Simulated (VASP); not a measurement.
A run of VASP 6.6.1 is set up as follows.

Contents of INCAR:

```
ALGO = Normal ; EDIFF = 1E-7
EDIFFG = -0.001 ; ENCUT = 600
GGA = CA ; IBRION = 2
ISIF = 3 ; ISMEAR = -1
LASPH = T ; LCHARG = F
LREAL = F ; LWAVE = F
NELM = 60 ; NSW = 80
PREC = Accurate ; SIGMA = 0.15
```

File KPOINTS:

```
k-points
0
Gamma
  14 14 14
```

The input POSCAR:

```
Ca
1.0
    0.0000000000      2.6688037178      2.6688037178
    2.6688037178      0.0000000000      2.6688037178
    2.6688037178      2.6688037178      0.0000000000
Ca
1
Direct
    0.0000000000      0.0000000000      0.0000000000
```

Potentials or basis: VASP PAW LDA potentials, release 64 (Ca_sv).

Command:

```bash
$ cat potpaw_LDA.64/Ca_sv/POTCAR > POTCAR
$ mpirun -np 1 vasp_std > vasp.out
```

Problem. Estimate the space group after relaxing (to 0.1 Å).

Solution. Fm-3m (No. 225).

Problem. Predict the band gap on the k mesh.

Solution. Zero (bands 5 and 6 overlap by 0.11 eV).

Problem. What does it give for the relaxed cell?

Solution. a = 3.782 Å, b = 3.782 Å, c = 3.782 Å, α = 60.00°, β = 60.00°, γ = 60.00°.

Final structure:
```
CELL_PARAMETERS angstrom
0.00000 2.67409 2.67409
2.67409 0.00000 2.67409
2.67409 2.67409 0.00000
ATOMIC_POSITIONS crystal
Ca 0.00000 0.00000 0.00000
```
